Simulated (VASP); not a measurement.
The system is Pt.

```xyz
1
Lattice="0.0000 1.9609 1.9609 1.9609 0.0000 1.9609 1.9609 1.9609 0.0000" Properties=species:S:1:pos:R:3 pbc="T T T"
Pt    0.0000    0.0000    0.0000
```

```yaml
Program: VASP 6.6.1
Task: relaxation of cell and atoms
Functional: LDA
Potentials_or_basis: VASP PAW LDA potentials, release 64 (Pt)
Cutoff: 600 eV
k_mesh: 11 × 11 × 11
Occupations: fermi-dirac, width 0.05 eV
Spin: no spin polarisation
```

At the start: pressure -5.7 GPa; volume 15.08 Å³/atom.

**Question.** Where does the relaxation end?

**Answer.** Over 3 steps the energy falls by 5.3 meV/atom and the volume is 14.80 Å³/atom (-1.9 %); space group Fm-3m (No. 225, to 0.05 Å).

The path:
| step | energy change (eV) | largest force (eV/Å) | pressure (GPa) | volume (Å³) |
| --- | --- | --- | --- | --- |
| 1 | 0.0000 | 0.0000 | -5.71 | 15.08 |
| 2 | 0.0482 | 0.0000 | 21.43 | 13.94 |
| 3 | -0.0053 | 0.0000 | -0.15 | 14.80 |

Final structure:
```cif
data_structure
_symmetry_space_group_name_H-M 'P 1'
_symmetry_Int_Tables_number 1
_cell_length_a 2.7556
_cell_length_b 2.7556
_cell_length_c 2.7556
_cell_angle_alpha 60.000
_cell_angle_beta 60.000
_cell_angle_gamma 60.000
_cell_volume 14.80
loop_
_atom_site_label
_atom_site_type_symbol
_atom_site_fract_x
_atom_site_fract_y
_atom_site_fract_z
_atom_site_occupancy
Pt1 Pt 0.00000 0.00000 0.00000 1
```
